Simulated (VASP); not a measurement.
# CoSi2: single point with PBE

CoSi2:

```
Co Si
1.0
    -0.00001    2.67996    2.67992
     2.67993   -0.00002    2.67992
     2.67992    2.67996   -0.00002
Co Si
1 2
Direct
  0.00000 0.00000 0.00000
  0.25000 0.25001 0.25000
  0.75000 0.74999 0.75000
```

| Property | Result |
| --- | --- |
| Program | VASP 6.6.1 |
| Task | single point |
| Functional | PBE |
| Potentials or basis | VASP PAW PBE potentials, release 64 (Co, Si) |
| Cutoff | 520 eV |
| k mesh | 12 × 12 × 12 |
| Occupations | gaussian, width 0.15 eV |
| Spin | no spin polarisation |
| Dipole correction | no |
| Further INCAR settings | ALGO = Normal; EDIFF = 1e-07; NBANDS = 16 |

```
Pressure               : -0.1 GPa
Band gap on the k mesh : zero (an odd number of electrons rules out a gap without spin polarisation)
```

Levels at points of the mesh, in eV from the Fermi level:
```tsv
k point	band 6	band 7	band 8	band 9	band 10	band 11	band 12	band 13
(0.00, 0.00, 0.00)	-1.88	0.76	3.42	3.42	3.42	3.47	3.47	3.47
(0.50, 0.00, 0.00)	-1.60	-1.60	-0.45	-0.45	2.71	3.42	3.42	4.35
(0.00, 0.50, 0.00)	-1.60	-1.60	-0.45	-0.45	2.71	3.42	3.42	4.35
(0.50, 0.50, 0.50)	-1.60	-1.60	-0.45	-0.45	2.71	3.42	3.42	4.35
(0.50, 0.50, 0.00)	-1.93	-1.93	-1.88	-1.31	1.58	2.95	8.57	9.58
(0.50, 0.00, 0.50)	-1.93	-1.93	-1.88	-1.31	1.58	2.95	8.57	9.58
```

Run time: 5.3 min on 1 thread of Intel Xeon 8259CL, with other jobs on the host, peak memory 0.39 GiB.

Caveat: the run has no spin polarisation, though such a crystal can be magnetic. Spin polarisation is off, so any magnetic state and its effect on volume and gap are missing.
